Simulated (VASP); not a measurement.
# Mg (Pm-3m) in VASP: further runs, part 2 of 2

VASP 6.6.1. The steps go on from the part before.

## 4. Single point, PBE (volume scaled by 1.04)

INCAR reads:

```
  PREC = Accurate
  ENCUT = 520
  EDIFF = 1E-7
  ISMEAR = -1
  SIGMA = 0.1
  LREAL = False
  LASPH = True
  NELM = 80
  ALGO = Normal
  ISIF = 2
  LWAVE = False
  LCHARG = False
  GGA = PE
  NBANDS = 7
```

KPOINTS reads:

```
Automatic mesh
0
Gamma
  17 17 17
```

POSCAR reads:

```
Mg
1.0
    3.0603096920      0.0000000000      0.0000000000
    0.0000000000      3.0603096920      0.0000000000
    0.0000000000      0.0000000000      3.0603096920
Mg
1
Direct
    0.0000000000      0.0000000000      0.0000000000
```

Potentials or basis: VASP PAW PBE potentials, release 64 (Mg).

Command:

```console
cat potpaw_PBE.64/Mg/POTCAR > POTCAR
mpirun -np 1 vasp_std > vasp.out
```

OUTCAR:

```text
PREC = Accurate
   ENCUT = 520
   EDIFF = 1E-7
   ISMEAR = -1
   LREAL = False
   LASPH = True
   NELM = 80
   ISIF = 2
   GGA = PE

 ion  position               nearest neighbor table
   1  0.000  0.000  0.000-

  LATTYP: Found a simple cubic cell.
 ALAT       =     3.0603096920

  Lattice vectors:

 A1 = (   3.0603096920,   0.0000000000,   0.0000000000)
 A2 = (   0.0000000000,   3.0603096920,   0.0000000000)
 A3 = (   0.0000000000,   0.0000000000,   3.0603096920)

Analysis of symmetry for initial positions (statically):
=====================================================================
 Subroutine PRICEL returns:
 Original cell was already a primitive cell.

 Routine SETGRP: Setting up the symmetry group for a
 simple cubic supercell.

 Subroutine GETGRP returns: Found 48 space group operations
[... 9 lines left out ...]

 Routine SETGRP: Setting up the symmetry group for a
 simple cubic supercell.

 Subroutine GETGRP returns: Found 48 space group operations
[... 11 lines left out ...]
                                     Primitive cell

  volume of cell :      28.6613

  direct lattice vectors                    reciprocal lattice vectors
     3.060309692  0.000000000  0.000000000     0.326764315  0.000000000  0.000000000
     0.000000000  3.060309692  0.000000000     0.000000000  0.326764315  0.000000000
     0.000000000  0.000000000  3.060309692     0.000000000  0.000000000  0.326764315

  length of vectors
     3.060309692  3.060309692  3.060309692     0.326764315  0.326764315  0.326764315

  position of ions in fractional coordinates (direct lattice)
     0.000000000  0.000000000  0.000000000

  ion indices of the primitive-cell ions
   primitive index   ion index
                 1           1

----------------------------------------------------------------------------------------

 KPOINTS: Automatic mesh

Automatic generation of k-mesh.
 Grid dimensions read from file:
 generate k-points for:   17   17   17

 Generating k-lattice:

  Cartesian coordinates                     Fractional coordinates (reciprocal lattice)
     0.019221430  0.000000000  0.000000000     0.058823529  0.000000000  0.000000000
     0.000000000  0.019221430  0.000000000     0.000000000  0.058823529  0.000000000
     0.000000000  0.000000000  0.019221430     0.000000000  0.000000000  0.058823529

  Length of vectors
     0.019221430  0.019221430  0.019221430

  Shift w.r.t. Gamma in fractional coordinates (k-lattice)
     0.000000000  0.000000000  0.000000000

 Subroutine IBZKPT returns following result:
 ===========================================

 Found    165 irreducible k-points:

 Following reciprocal coordinates:
            Coordinates               Weight
  0.000000  0.000000  0.000000      1.000000
  0.058824  0.000000  0.000000      6.000000
  0.117647  0.000000  0.000000      6.000000
  0.176471  0.000000  0.000000      6.000000
  0.235294  0.000000  0.000000      6.000000
  0.294118  0.000000  0.000000      6.000000
[... 16 lines left out ...]
  0.411765  0.117647  0.000000     24.000000
  0.470588  0.117647  0.000000     24.000000
 [... further k-points ...]
   k-points           NKPTS =    165   k-points in BZ     NKDIM =    165   number of bands    NBANDS=      7
   number of dos      NEDOS =    301   number of ions     NIONS =      1
   total plane-waves  NPLWV =  13824
   dimension x,y,z NGX =    24 NGY =   24 NGZ =   24
   dimension x,y,z NGXF=    48 NGYF=   48 NGZF=   48
   ions per type =               1
   NGX,Y,Z   is equivalent  to a cutoff of  13.04, 13.04, 13.04 a.u.
   NGXF,Y,Z  is equivalent  to a cutoff of  26.08, 26.08, 26.08 a.u.
 SYSTEM =  unknown system
   PREC   = accura    normal or accurate (medium, high low for compatibility)
   ISTART =      0    job   : 0-new  1-cont  2-samecut
   ICHARG =      2    charge: 1-file 2-atom 10-const
   ISPIN  =      1    spin polarized calculation?
   LNONCOLLINEAR =      F non collinear calculations
   LSORBIT =      F    spin-orbit coupling
   LASPH  =      T    aspherical Exc in radial PAW
   ENCUT  =  520.0 eV  38.22 Ry    6.18 a.u.   5.69  5.69  5.69*2*pi/ulx,y,z
   NELM   =     80;   NELMIN=  2; NELMDL= -5     # of ELM steps
   EDIFF  = 0.1E-06   stopping-criterion for ELM
   LREAL  =      F    real-space projection
   EDIFFG = 0.1E-05   stopping-criterion for IOM
   NSW    =      0    number of steps for IOM
   IBRION =     -1    ionic relax: 0-MD 1-quasi-New 2-CG
   NFREE  =      0    steps in history (QN), initial steepest desc. (CG)
   ISIF   =      2    stress and relaxation
   ISYM   =      2    0-nonsym 1-usesym 2-fastsym
   POTIM  = 0.5000    time-step for ionic-motion
   TEBEG  =    0.0;   TEEND  =   0.0 temperature during run
   PSTRESS=    0.0 pullay stress
   NELECT =       2.0000    total number of electrons
   NUPDOWN=      -1.0000    fix difference up-down
   EMIN   =  10.00;   EMAX   =-10.00  energy-range for DOS
   EFERMI =   0.00;   METHOD = LEGACY
   ISMEAR =    -1;   SIGMA  =   0.10  broadening in eV -4-tet -1-fermi 0-gaus
   EFERMI_NEDOS =   21; number of points for ismear=-14 and -15
   IALGO  =     38    algorithm
   IMIX   =      4    mixing-type and parameters
     AMIX     =   0.40;   BMIX     =  1.00
     AMIX_MAG =   1.60;   BMIX_MAG =  1.00
  volume/ion in A,a.u.               =      28.66       193.42
  Fermi-wavevector in a.u.,A,eV,Ry     =   0.673989  1.273654  6.180598  0.454261
  Thomas-Fermi vector in A             =   1.750573
   LORBIT       =      0    0 simple, 1 ext, 2 COOP (PROOUT), +10 PAW based schemes
   GGA     = PE    functional components
   LHFCALC =     F    Hartree Fock is set to
   AEXX    =    0.0000 exact exchange contribution
   IVDW    =     0    specifies the selected vdW correction
   LEPSILON=     F    determine dielectric tensor
   LRPA    =     F    only Hartree local field effects (RPA)
 non-spin polarized calculation
  energy-cutoff  :      520.00
  volume of cell :       28.66
 maximum number of plane-waves:       788
 NGX is ok and might be reduce to    24
   NGX = 11   NGY = 11   NGZ = 11

 number of electron       2.0000000 magnetization

 Free energy of the ion-electron system (eV)
  ---------------------------------------------------
  ext. energy  EPLUGINS =         0.00000000
  ---------------------------------------------------
  free energy    TOTEN  =        -1.12927461 eV

  energy without entropy =       -1.11231610  energy(sigma->0) =       -1.12079536

 E-fermi :   1.4908     XC(G=0):  -7.7925

 val. band max:        1.4665864147   @ k =   0.4706   0.2941   0.1176
 cond. band min:       1.5434970071   @ k =   0.4706   0.4118   0.0000
 fundamental gap:      0.0769105924
 Fermi energy:         1.4908071855

 k-point     1 :       0.0000    0.0000    0.0000
  band No.  band energies     occupation
      1      -4.5064      2.00000
      2       9.4910      0.00000
      3       9.4910      0.00000
      4      10.7183      0.00000
      5      10.7183      0.00000
      6      10.7183      0.00000
      7      14.9969      0.00000

 k-point     2 :       0.0588    0.0000    0.0000
  band No.  band energies     occupation
      1      -4.4510      2.00000
      2       8.5702      0.00000
      3       9.5398      0.00000
      4      10.7651      0.00000
      5      10.7651      0.00000
      6      11.4883      0.00000
      7      15.2777      0.00000

 k-point     3 :       0.1176    0.0000    0.0000
  band No.  band energies     occupation
      1      -4.2849      2.00000
      2       7.1990      0.00000
      3       9.6852      0.00000
      4      10.9055      0.00000
      5      10.9055      0.00000
      6      12.3919      0.00000
      7      16.1292      0.00000
[... 191 lines left out ...]
 k-point    23 :       0.4118    0.1176    0.0000
  band No.  band energies     occupation
      1      -1.6177      2.00000
      2       1.1415      1.94096
      3       9.6660      0.00000
      4      12.2403      0.00000
      5      13.1949      0.00000
      6      14.4364      0.00000
      7      15.6331      0.00000

 k-point    24 :       0.4706    0.1176    0.0000
  band No.  band energies     occupation
      1      -0.8480      2.00000
      2       0.1756      2.00000
      3      10.1809      0.00000
      4      11.7175      0.00000
      5      13.8699      0.00000
      6      14.7244      0.00000
      7      14.7698      0.00000

 [... further k-points ...]

------------------------ aborting loop because EDIFF is reached ----------------------------------------

  FORCE on cell =-STRESS in cart. coord.  units (eV):
  Direction    XX          YY          ZZ          XY          YZ          ZX
  --------------------------------------------------------------------------------------
  -------------------------------------------------------------------------------------
  Total       -0.1536854     -0.1536854     -0.1536854     -0.0000000      0.0000000     -0.0000000
  in kB       -8.5910683     -8.5910683     -8.5910683     -0.0000000      0.0000000     -0.0000000
  external PRESSURE =      -8.5910683 kB  Pullay stress =       0.0000000 kB

 VOLUME and BASIS-vectors are now :
 -----------------------------------------------------------------------------
  energy-cutoff  :      520.00
  volume of cell :       28.66
      direct lattice vectors                 reciprocal lattice vectors
     3.060309692  0.000000000  0.000000000     0.326764315  0.000000000  0.000000000
     0.000000000  3.060309692  0.000000000     0.000000000  0.326764315  0.000000000
     0.000000000  0.000000000  3.060309692     0.000000000  0.000000000  0.326764315

 POSITION                                       TOTAL-FORCE (eV/Angst)
 -----------------------------------------------------------------------------------
      0.00000      0.00000      0.00000         0.000000      0.000000      0.000000
 -----------------------------------------------------------------------------------
    total drift:                                0.000000      0.000000      0.000000

  FREE ENERGIE OF THE ION-ELECTRON SYSTEM (eV)
  ---------------------------------------------------
  free  energy   TOTEN  =        -1.1292746094 eV

  energy  without entropy=       -1.1123161034  energy(sigma->0) =       -1.12079536
```

OSZICAR:

```text
N       E                     dE             d eps       ncg     rms          rms(c)
DAV:   1    -0.612952620702E+00   -0.61295E+00   -0.76179E+02  2380   0.195E+02
DAV:   2    -0.113788783753E+01   -0.52494E+00   -0.50899E+00  3059   0.978E+00
DAV:   3    -0.113999076744E+01   -0.21029E-02   -0.21019E-02  2989   0.670E-01
DAV:   4    -0.113999609728E+01   -0.53298E-05   -0.53297E-05  3451   0.251E-02
DAV:   5    -0.113999610569E+01   -0.84116E-08   -0.84095E-08  3066   0.664E-04    0.550E-01
DAV:   6    -0.113441172500E+01    0.55844E-02   -0.11064E-03  2940   0.142E-01    0.352E-01
DAV:   7    -0.112926091081E+01    0.51508E-02   -0.49580E-03  2947   0.270E-01    0.235E-02
DAV:   8    -0.112927504585E+01   -0.14135E-04   -0.47418E-05  3045   0.373E-02    0.615E-03
DAV:   9    -0.112927495887E+01    0.86972E-07   -0.16114E-06  2856   0.479E-03    0.527E-04
DAV:  10    -0.112927471753E+01    0.24135E-06   -0.21796E-08  2807   0.744E-04    0.269E-04
DAV:  11    -0.112927459444E+01    0.12309E-06   -0.40431E-09  1491   0.334E-04    0.307E-05
DAV:  12    -0.112927460937E+01   -0.14939E-07   -0.58078E-11  1267   0.413E-05
   1 F= -.11292746E+01 E0= -.11207954E+01  d E =-.169585E-01
```

stdout:

```text
POSCAR found type information on POSCAR Mg
 POSCAR found :  1 types and       1 ions
 scaLAPACK will be used
 LDA part: xc-table for (Slater+PW92), standard interpolation
 POSCAR, INCAR and KPOINTS ok, starting setup
 FFT: planning ... GRIDC
 FFT: planning ... GRID_SOFT
 FFT: planning ... GRID
 WAVECAR not read
 entering main loop
```

Run time: 11 s. Hardware: 1 thread of Intel Xeon Platinum 8488C (Sapphire Rapids), shared host; peak memory 0.15 GiB.

Results:

- Free energy: -1.1293 eV
- Pressure: -0.9 GPa
- Band gap on the k mesh: zero (band 1 reaches 5.33 eV, above the bottom of band 2 at -0.03 eV)

Levels at points of the mesh, in eV from the Fermi level:
```
           k point  band 1  band 2  band 3  band 4
(0.00, 0.00, 0.00)   -6.00    8.00    8.00    9.23
```

## 5. Single point, PBE (volume scaled by 1.08)

INCAR reads:

```
PREC = Accurate
ENCUT = 520
EDIFF = 1E-7
ISMEAR = -1
SIGMA = 0.1
LREAL = False
LASPH = True
NELM = 100
ALGO = Normal
ISIF = 2
LWAVE = False
LCHARG = False
GGA = PE
NBANDS = 7
```

KPOINTS reads:

```
regular mesh
0
Gamma
  17 17 17
```

POSCAR reads:

```
Mg
1.0
    3.0990519021      0.0000000000      0.0000000000
    0.0000000000      3.0990519021      0.0000000000
    0.0000000000      0.0000000000      3.0990519021
Mg
1
Direct
    0.0000000000      0.0000000000      0.0000000000
```

Potentials or basis: VASP PAW PBE potentials, release 64 (Mg).

Command:

```console
cat potpaw_PBE.64/Mg/POTCAR > POTCAR
mpirun -np 1 vasp_std > vasp.out
```

OUTCAR:

```text
PREC = Accurate
   ENCUT = 520
   EDIFF = 1E-7
   ISMEAR = -1
   LREAL = False
   LASPH = True
   NELM = 100
   ISIF = 2
   GGA = PE

 ion  position               nearest neighbor table
   1  0.000  0.000  0.000-

  LATTYP: Found a simple cubic cell.
 ALAT       =     3.0990519021

  Lattice vectors:

 A1 = (   3.0990519021,   0.0000000000,   0.0000000000)
 A2 = (   0.0000000000,   3.0990519021,   0.0000000000)
 A3 = (   0.0000000000,   0.0000000000,   3.0990519021)

Analysis of symmetry for initial positions (statically):
=====================================================================
 Subroutine PRICEL returns:
 Original cell was already a primitive cell.

 Routine SETGRP: Setting up the symmetry group for a
 simple cubic supercell.

 Subroutine GETGRP returns: Found 48 space group operations
[... 9 lines left out ...]

 Routine SETGRP: Setting up the symmetry group for a
 simple cubic supercell.

 Subroutine GETGRP returns: Found 48 space group operations
[... 11 lines left out ...]
                                     Primitive cell

[... 133 lines left out ...]

  energy without entropy =       -1.10346658  energy(sigma->0) =       -1.11221728

 E-fermi :   1.3257     XC(G=0):  -7.6828

 val. band max:        1.3160136100   @ k =   0.4706   0.2941   0.1176
 cond. band min:       1.3620536008   @ k =   0.4706   0.4118   0.0000
 fundamental gap:      0.0460399908
 Fermi energy:         1.3257152119

 k-point     1 :       0.0000    0.0000    0.0000
  band No.  band energies     occupation
      1      -4.5291      2.00000
      2       9.2023      0.00000
      3       9.2023      0.00000
      4      10.3042      0.00000
      5      10.3042      0.00000
      6      10.3042      0.00000
      7      14.4465      0.00000
[... 221 lines left out ...]
 k-point    24 :       0.4706    0.1176    0.0000
  band No.  band energies     occupation
      1      -0.9771      2.00000
      2       0.0595      1.99999
      3       9.8105      0.00000
      4      11.3652      0.00000
      5      13.3649      0.00000
      6      14.2161      0.00000
      7      14.3208      0.00000

 [... further k-points ...]

------------------------ aborting loop because EDIFF is reached ----------------------------------------

  FORCE on cell =-STRESS in cart. coord.  units (eV):
  Direction    XX          YY          ZZ          XY          YZ          ZX
  --------------------------------------------------------------------------------------
  -------------------------------------------------------------------------------------
  Total       -0.2847396     -0.2847396     -0.2847396      0.0000000      0.0000000      0.0000000
  in kB      -15.3275223    -15.3275223    -15.3275223      0.0000000      0.0000000      0.0000000
  external PRESSURE =     -15.3275223 kB  Pullay stress =       0.0000000 kB

 VOLUME and BASIS-vectors are now :
 -----------------------------------------------------------------------------
  energy-cutoff  :      520.00
  volume of cell :       29.76
      direct lattice vectors                 reciprocal lattice vectors
     3.099051902  0.000000000  0.000000000     0.322679333  0.000000000  0.000000000
     0.000000000  3.099051902  0.000000000     0.000000000  0.322679333  0.000000000
     0.000000000  0.000000000  3.099051902     0.000000000  0.000000000  0.322679333

 POSITION                                       TOTAL-FORCE (eV/Angst)
 -----------------------------------------------------------------------------------
      0.00000      0.00000      0.00000         0.000000      0.000000      0.000000
 -----------------------------------------------------------------------------------
    total drift:                                0.000000      0.000000      0.000000

  FREE ENERGIE OF THE ION-ELECTRON SYSTEM (eV)
  ---------------------------------------------------
  free  energy   TOTEN  =        -1.1209679818 eV

  energy  without entropy=       -1.1034665756  energy(sigma->0) =       -1.11221728
```

It took 11 s on 1 thread of Intel Xeon Platinum 8488C (Sapphire Rapids), shared host; peak memory 0.15 GiB.

Results:

| Item | Value |
| --- | --- |
| Free energy | -1.1210 eV |
| Pressure | -1.5 GPa |
| Band gap on the k mesh | zero (band 1 reaches 5.06 eV, above the bottom of band 2 at -0.14 eV) |

## 6. Overview

```tsv
task	cell	k mesh	cutoff (eV)	gap on the mesh (eV)	pressure (GPa)
single point	a = 3.021 Å, 1 atom	17 × 17 × 17	520	none	0.0
relaxation of cell and atoms	relaxed from a = 2.928 Å, 1 atom	11 × 11 × 11	600	none	0.0
single point	a = 3.060 Å, 1 atom	17 × 17 × 17	520	none	-0.9
single point	a = 3.099 Å, 1 atom	17 × 17 × 17	520	none	-1.5
```

Alike in all rows: level PBE; potentials or basis VASP PAW PBE potentials, release 64 (Mg); no spin polarisation; smearing fermi-dirac 0.1 eV.

Absolute energies hang on the potentials; compare differences alone.
